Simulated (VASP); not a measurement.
A run of VASP 6.6.1 is set up as follows.

File INCAR:

```
SYSTEM = MgO
PREC     = Accurate       ! precision mode
ENCUT    = 520            ! plane-wave cutoff, eV
EDIFF    = 1E-6           ! SCF threshold, eV
ISMEAR   = 0              ! smearing method
SIGMA    = 0.01           ! smearing width, eV
LREAL    = .False.        ! projectors in reciprocal space
LASPH    = .True.         ! aspherical terms in the spheres
NELM     = 80             ! most SCF steps
ALGO     = Normal         ! electronic algorithm
ISIF     = 2              ! what is computed and relaxed
LWAVE    = .False.        ! write WAVECAR
LCHARG   = .True.         ! write CHGCAR
GGA      = PE             ! functional
LELF     = .True.         ! ELF
LVHAR    = .True.       
NBANDS   = 11             ! bands
```

KPOINTS

```
regular mesh
0
Gamma
  10 10 10
  0 0 0
```

POSCAR

```
MgO
1.0
    0.0000000000      2.1258429397      2.1258429397
    2.1258429397      0.0000000000      2.1258429397
    2.1258429397      2.1258429397      0.0000000000
Mg O
1 1
Direct
    0.0000000000      0.0000000000      0.0000000000
    0.5000000000      0.5000000000      0.5000000000
```

Potentials or basis: VASP PAW PBE potentials, release 64 (Mg, O).

The run is started by

```console
$ cat potpaw_PBE.64/Mg/POTCAR potpaw_PBE.64/O/POTCAR > POTCAR
$ mpirun -np 1 vasp_std > vasp.out
```

Predict the band gap on the k mesh.

4.46 eV, direct.

Predict the pressure.

-0.5 GPa.
